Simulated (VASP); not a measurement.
Write the native input for VASP 6.6.1 that does the following.

| Item | Value |
| --- | --- |
| Task | single point |
| Functional | PBE |
| Potentials or basis | VASP PAW PBE potentials, release 64 (Sr_sv, Ti_sv, O) |
| Cutoff | 520 eV |
| k mesh | 6 × 6 × 6 |
| Occupations | gaussian, width 0.05 eV |
| Spin | no spin polarisation |
| Dipole correction | no |
| Further INCAR settings | ALGO = Normal; EDIFF = 1e-07; NBANDS = 51 |

The structure of SrTiO3 lies in POSCAR:

```
SrTiO3
1.0
   -3.9364035682      0.0000000000     -3.9364035682
    0.0000000000     -3.9364035682     -3.9364035682
   -3.9364035682     -3.9364035682      0.0000000000
Sr Ti O
2 2 6
Direct
    0.0000000000      0.0000000000      0.0000000000
    0.5000000000      0.5000000000      0.5000000000
    0.2500000000      0.2500000000      0.2904173564
    0.7500000000      0.7500000000      0.7095826436
    0.0000000000      0.5000000000      0.0000000000
    0.5000000000      0.0000000000      0.5000000000
    0.0000000000      0.5000000000      0.5000000000
    0.5000000000      0.0000000000      0.0000000000
    0.0000000000      0.0000000000      0.5000000000
    0.5000000000      0.5000000000      0.0000000000
```

This cell differs from its parent crystal: atoms displaced along a vibrational mode.

One way to write it, as run:

INCAR

```
  ALGO = Normal
  EDIFF = 1E-7
  ENCUT = 520
  GGA = PE
  ISIF = 2
  ISMEAR = 0
  LASPH = T
  LCHARG = F
  LREAL = F
  LWAVE = F
  NBANDS = 51
  NELM = 100
  PREC = Accurate
  SIGMA = 0.05
```

KPOINTS

```
k-points
0
Gamma
  6 6 6
```

Potentials or basis: VASP PAW PBE potentials, release 64 (Sr_sv, Ti_sv, O).

The run is started by

```bash
$ cat potpaw_PBE.64/Sr_sv/POTCAR potpaw_PBE.64/Ti_sv/POTCAR potpaw_PBE.64/O/POTCAR > POTCAR
$ mpirun -np 1 vasp_std > vasp.out
```

Results of the run:

- Pressure: 4.5 GPa
- Largest force: 7.041 eV/Å
- Band gap on the k mesh: 0.68 eV

Caveat: the cell differs from its parent crystal (atoms displaced along a vibrational mode); the stress differs along the axes, from -1 to 7 GPa; forces of over 1 eV/Å act on the atoms, so gaps and moduli don't describe the material at rest.

Wall time 9.4 min on 1 thread of Oxide Virtual Turin-like Processor, on a shared host, peak memory 0.38 GiB.
